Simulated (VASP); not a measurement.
# LiNbCo (P4/nmm) in VASP: single point with PBE

Aim: the single point of LiNbCo with PBE.

Everything below comes from runs of VASP 6.6.1. Logs are shortened: lines on timing, memory, paths and dates and some standing lists are left out, and cuts for length are marked.

## Step 1: The cell of the first run

The structure is tetragonal, space group P4/nmm (No. 129). Conventional cell: a = 3.441 Å, b = 3.441 Å, c = 5.947 Å, α = 90.00°, β = 90.00°, γ = 90.00°. Nb (site symmetry 4mm) has 6 Li at 2.50 to 3.40 Å and 4 Co at 2.62 Å and 8 Nb at 3.14 to 3.44 Å within 3.5 Å. Within 3.0 Å of Co (site symmetry -4m2) lie 4 Li at 2.23 Å and 4 Co at 2.43 Å and 4 Nb at 2.62 Å. Li (site symmetry 4mm) has 4 Co at 2.23 Å and 5 Nb at 2.50 to 2.54 Å within 3.0 Å.

## Step 2: Single point, PBE, non-collinear spin, typed start, spin-orbit coupling

Input file INCAR:

```
SYSTEM = LiNbCo
PREC = Accurate
ENCUT = 520
EDIFF = 1E-6
ISMEAR = -1
SIGMA = 0.1
LREAL = .FALSE.
LASPH = .TRUE.
NELM = 150
ALGO = Normal
ISIF = 2
LWAVE = .FALSE.
LCHARG = .FALSE.
LNONCOLLINEAR = .TRUE.
MAGMOM = 0 0 1 0 0 1 0 0 3 0 0 3 0 0 0 0 0 0
LORBIT = 11
LSORBIT = .TRUE.
GGA_COMPAT = .FALSE.
LORBMOM = .TRUE.
LMAXMIX = 4
GGA = PE
NBANDS = 66
```

Input file KPOINTS:

```
regular mesh
0
G
  5 5 3
  0 0 0
```

Input file POSCAR:

```
LiNbCo
1.0
    3.4406593450      0.0000000000      0.0000000000
    0.0000000000      3.4406593450      0.0000000000
    0.0000000000      0.0000000000      5.9469644509
Nb Co Li
2 2 2
Direct
    0.2500000000      0.2500000000      0.3332399206
    0.7500000000      0.7500000000      0.6667600794
    0.7500000000      0.2500000000      0.0000000000
    0.2500000000      0.7500000000      0.0000000000
    0.2500000000      0.2500000000      0.7611100048
    0.7500000000      0.7500000000      0.2388899952
```

Potentials or basis: VASP PAW PBE potentials, release 64 (Nb_sv, Co, Li_sv).

Command:

```sh
$ cat potpaw_PBE.64/Nb_sv/POTCAR potpaw_PBE.64/Co/POTCAR potpaw_PBE.64/Li_sv/POTCAR > POTCAR
$ mpirun -np 1 vasp_ncl > vasp.out
```

OUTCAR:

```text
SYSTEM = LiNbCo
   PREC = Accurate
   ENCUT = 520
   EDIFF = 1E-6
   ISMEAR = -1
   LREAL = .FALSE.
   LASPH = .TRUE.
   NELM = 150
   ISIF = 2
   LNONCOLLINEAR = .TRUE.
   LORBIT = 11
   LSORBIT = .TRUE.
   GGA = PE

 ion  position               nearest neighbor table
   1  0.250  0.250  0.333-   6 2.50   6 2.50   6 2.50   6 2.50   5 2.54   3 2.62   3 2.62   4 2.62
                             4 2.62
   2  0.750  0.750  0.667-   5 2.50   5 2.50   5 2.50   5 2.50   6 2.54   3 2.62   4 2.62   4 2.62
                             3 2.62
   3  0.750  0.250  0.000-   5 2.23   6 2.23   6 2.23   5 2.23   4 2.43   4 2.43   4 2.43   4 2.43
                             1 2.62   2 2.62   2 2.62   1 2.62
   4  0.250  0.750  0.000-   5 2.23   6 2.23   5 2.23   6 2.23   3 2.43   3 2.43   3 2.43   3 2.43
                             2 2.62   1 2.62   2 2.62   1 2.62
   5  0.250  0.250  0.761-   3 2.23   4 2.23   4 2.23   3 2.23   2 2.50   2 2.50   2 2.50   2 2.50
                             1 2.54
   6  0.750  0.750  0.239-   3 2.23   4 2.23   3 2.23   4 2.23   1 2.50   1 2.50   1 2.50   1 2.50
                             2 2.54

  LATTYP: Found a simple tetragonal cell.
 ALAT       =     3.4406593450
 C/A-ratio  =     1.7284374460

  Lattice vectors:

 A1 = (   3.4406593450,   0.0000000000,   0.0000000000)
 A2 = (   0.0000000000,   3.4406593450,   0.0000000000)
 A3 = (   0.0000000000,   0.0000000000,   5.9469644509)

Analysis of symmetry for initial positions (statically):
=====================================================================
 Subroutine PRICEL returns:
 Original cell was already a primitive cell.

 Routine SETGRP: Setting up the symmetry group for a
 simple tetragonal supercell.

 Subroutine GETGRP returns: Found 16 space group operations
 (whereof  4 operations were pure point group operations)
 out of a pool of 16 trial point group operations.

The static configuration has the point symmetry C_2h.
 The point group associated with its full space group is D_4h.

Analysis of symmetry for dynamics (positions and initial velocities):
=====================================================================
 Subroutine PRICEL returns:
 Original cell was already a primitive cell.

 Routine SETGRP: Setting up the symmetry group for a
 simple tetragonal supercell.

 Subroutine GETGRP returns: Found 16 space group operations
 (whereof  4 operations were pure point group operations)
 out of a pool of 16 trial point group operations.

The dynamic configuration has the point symmetry C_2h.
 The point group associated with its full space group is D_4h.

Analysis of structural, dynamic, and magnetic symmetry:
=====================================================================
 Subroutine PRICEL returns:
 Original cell was already a primitive cell.

 Routine SETGRP: Setting up the symmetry group for a
 simple tetragonal supercell.

 Subroutine GETGRP returns: Found  8 space group operations
 (whereof  2 operations were pure point group operations)
 out of a pool of 16 trial point group operations.

The overall configuration has the point symmetry S_2 .
 The point group associated with its full space group is C_4h.

 Subroutine INISYM returns: Found  8 space group operations
 (whereof  2 operations are pure point group operations),
 and found     1 'primitive' translations

----------------------------------------------------------------------------------------

                                     Primitive cell

  volume of cell :      70.4010

  direct lattice vectors                    reciprocal lattice vectors
     3.440659345  0.000000000  0.000000000     0.290641967  0.000000000  0.000000000
     0.000000000  3.440659345  0.000000000     0.000000000  0.290641967  0.000000000
     0.000000000  0.000000000  5.946964451     0.000000000  0.000000000  0.168153015

[... 137 lines left out ...]

 k-point     1 :       0.0000    0.0000    0.0000
  band No.  band energies     occupation
      1     -44.6564      1.00000
      2     -44.6482      1.00000
      3     -44.5846      1.00000
      4     -44.5764      1.00000
      5     -34.5459      1.00000
      6     -34.5450      1.00000
[... 899 lines left out ...]
     61      13.0854      0.00000
     62      13.0898      0.00000
 [bands above 62 left out]

------------------------ aborting loop because EDIFF is reached ----------------------------------------

  FORCE on cell =-STRESS in cart. coord.  units (eV):
  Direction    XX          YY          ZZ          XY          YZ          ZX
  --------------------------------------------------------------------------------------
  -------------------------------------------------------------------------------------
  Total        8.6405228      8.6405228      8.5656290     -0.0000000      0.0000000      0.0000000
  in kB      196.6400193    196.6400193    194.9355962     -0.0000001      0.0000000      0.0000000
  external PRESSURE =     196.0718783 kB  Pullay stress =       0.0000000 kB

 VOLUME and BASIS-vectors are now :
 -----------------------------------------------------------------------------
  energy-cutoff  :      520.00
  volume of cell :       70.40
      direct lattice vectors                 reciprocal lattice vectors
     3.440659345  0.000000000  0.000000000     0.290641967  0.000000000  0.000000000
     0.000000000  3.440659345  0.000000000     0.000000000  0.290641967  0.000000000
     0.000000000  0.000000000  5.946964451     0.000000000  0.000000000  0.168153015

 POSITION                                       TOTAL-FORCE (eV/Angst)
 -----------------------------------------------------------------------------------
      0.86016      0.86016      1.98177        -0.000000      0.000000      0.015333
      2.58049      2.58049      3.96520         0.000000     -0.000000     -0.015333
      2.58049      0.86016      0.00000        -0.000000      0.000000      0.000000
      0.86016      2.58049      0.00000        -0.000000     -0.000000     -0.000000
      0.86016      0.86016      4.52629         0.000000      0.000000      0.009751
      2.58049      2.58049      1.42067        -0.000000     -0.000000     -0.009751
 -----------------------------------------------------------------------------------
    total drift:                                0.000000      0.000000      0.000000

  FREE ENERGIE OF THE ION-ELECTRON SYSTEM (eV)
  ---------------------------------------------------
  free  energy   TOTEN  =       -35.2797980377 eV

  energy  without entropy=      -35.0655421959  energy(sigma->0) =      -35.17267012

 orbital moment (x)

 # of ion     p       d       tot
 ----------------------------------------
  1         0.000  -0.000  -0.000
  2         0.000   0.000   0.000
  3         0.000   0.000   0.000
  4         0.000   0.000   0.000
  5         0.000   0.000   0.000
  6         0.000   0.000   0.000
 ----------------------------------------
            0.000   0.000   0.000

 orbital moment (y)

 # of ion     p       d       tot
 ----------------------------------------
  1         0.000  -0.000  -0.000
  2         0.000   0.000   0.000
  3        -0.000   0.000   0.000
  4         0.000   0.000   0.000
  5         0.000   0.000   0.000
  6         0.000   0.000   0.000
 ----------------------------------------
            0.000   0.000   0.000

 orbital moment (z)

 # of ion     p       d       tot
 ----------------------------------------
  1         0.000   0.000   0.001
  2         0.000   0.000   0.001
  3         0.000   0.006   0.006
  4         0.000   0.006   0.006
  5         0.000   0.000   0.000
  6         0.000   0.000   0.000
 ----------------------------------------
            0.000   0.013   0.013

 Spin-Orbit-Coupling matrix elements

 Ion:    1  E_soc:     -0.1805595
 l=   1
     0.0000000    -0.0274296    -0.0272488
    -0.0274296     0.0000000    -0.0274296
    -0.0272488    -0.0274296     0.0000000
 l=   2
     0.0000000    -0.0006134     0.0000000    -0.0006134    -0.0024569
    -0.0006134     0.0000000    -0.0014523    -0.0005651    -0.0005092
     0.0000000    -0.0014523     0.0000000    -0.0014523     0.0000000
    -0.0006134    -0.0005651    -0.0014523     0.0000000    -0.0005092
    -0.0024569    -0.0005092     0.0000000    -0.0005092     0.0000000
 l=   3
     0.0000000     0.0000000     0.0000000     0.0000000     0.0000000     0.0000000     0.0000000
     0.0000000     0.0000000     0.0000000     0.0000000     0.0000000     0.0000000     0.0000000
     0.0000000     0.0000000     0.0000000     0.0000000     0.0000000     0.0000000     0.0000000
     0.0000000     0.0000000     0.0000000     0.0000000     0.0000000     0.0000000     0.0000000
[... 89 lines left out ...]
 l=   2
     0.0000000     0.0000000     0.0000000     0.0000000     0.0000000
     0.0000000     0.0000000     0.0000000     0.0000000     0.0000000
     0.0000000     0.0000000     0.0000000     0.0000000     0.0000000
     0.0000000     0.0000000     0.0000000     0.0000000     0.0000000
     0.0000000     0.0000000     0.0000000     0.0000000     0.0000000
 l=   3
     0.0000000     0.0000000     0.0000000     0.0000000     0.0000000     0.0000000     0.0000000
     0.0000000     0.0000000     0.0000000     0.0000000     0.0000000     0.0000000     0.0000000
     0.0000000     0.0000000     0.0000000     0.0000000     0.0000000     0.0000000     0.0000000
     0.0000000     0.0000000     0.0000000     0.0000000     0.0000000     0.0000000     0.0000000
     0.0000000     0.0000000     0.0000000     0.0000000     0.0000000     0.0000000     0.0000000
     0.0000000     0.0000000     0.0000000     0.0000000     0.0000000     0.0000000     0.0000000
     0.0000000     0.0000000     0.0000000     0.0000000     0.0000000     0.0000000     0.0000000

 total charge

# of ion       s       p       d       tot
------------------------------------------
    1        2.218   6.004   2.449  10.671
    2        2.218   6.004   2.449  10.671
    3        0.580   0.515   7.410   8.506
    4        0.580   0.515   7.410   8.506
    5        2.100   0.195   0.000   2.295
    6        2.100   0.195   0.000   2.295
--------------------------------------------------
tot          9.797  13.428  19.718  42.942

 magnetization (x)

# of ion       s       p       d       tot
------------------------------------------
    1        0.000   0.000   0.000   0.000
    2        0.000   0.000   0.000   0.000
    3        0.000   0.000   0.000   0.000
    4        0.000   0.000   0.000   0.000
    5        0.000   0.000   0.000   0.000
    6        0.000   0.000   0.000   0.000
--------------------------------------------------
tot          0.000   0.000   0.000   0.000

 magnetization (y)

# of ion       s       p       d       tot
------------------------------------------
    1        0.000   0.000   0.000   0.000
    2        0.000   0.000   0.000   0.000
    3        0.000   0.000   0.000   0.000
    4        0.000   0.000   0.000   0.000
    5        0.000   0.000   0.000   0.000
    6        0.000   0.000   0.000   0.000
--------------------------------------------------
tot          0.000   0.000   0.000   0.000

 magnetization (z)

# of ion       s       p       d       tot
------------------------------------------
    1       -0.000  -0.001  -0.010  -0.011
    2       -0.000  -0.001  -0.010  -0.011
    3        0.000  -0.001   0.071   0.070
    4        0.000  -0.001   0.071   0.070
    5       -0.000  -0.001   0.000  -0.001
    6       -0.000  -0.001   0.000  -0.001
--------------------------------------------------
tot         -0.000  -0.005   0.122   0.116
```

Run time: 3.5 min. Hardware: 1 thread of AMD EPYC 7R13 (Zen 3), shared host; peak memory 0.36 GiB.

What came out:

- Free energy: -35.2798 eV
- Largest force: 0.015 eV/Å
- Net moment: 0.10 μB per cell
- Valence electrons inside the program's atomic spheres: Nb 10.67; Co 8.51; Li 2.29

Forces in eV/Å, atoms in the order of the input:
```
Nb   0.000  0.000  0.015
Nb   0.000  0.000 -0.015
Co   0.000  0.000  0.000
Co   0.000  0.000  0.000
Li   0.000  0.000  0.010
Li   0.000  0.000 -0.010
```

Moments on the atoms (μB; x, y, z):
```
Nb   0.00  0.00 -0.01
Nb   0.00  0.00 -0.01
Co   0.00  0.00  0.07
Co   0.00  0.00  0.07
Li   0.00  0.00  0.00
Li   0.00  0.00  0.00
```

Caveat: the k points lie up to 0.37 Å⁻¹ apart; the cutoff is under 1.25 times the usual one of these potentials, so pressure, stress and relaxed cells hold a basis-set (Pulay) error.
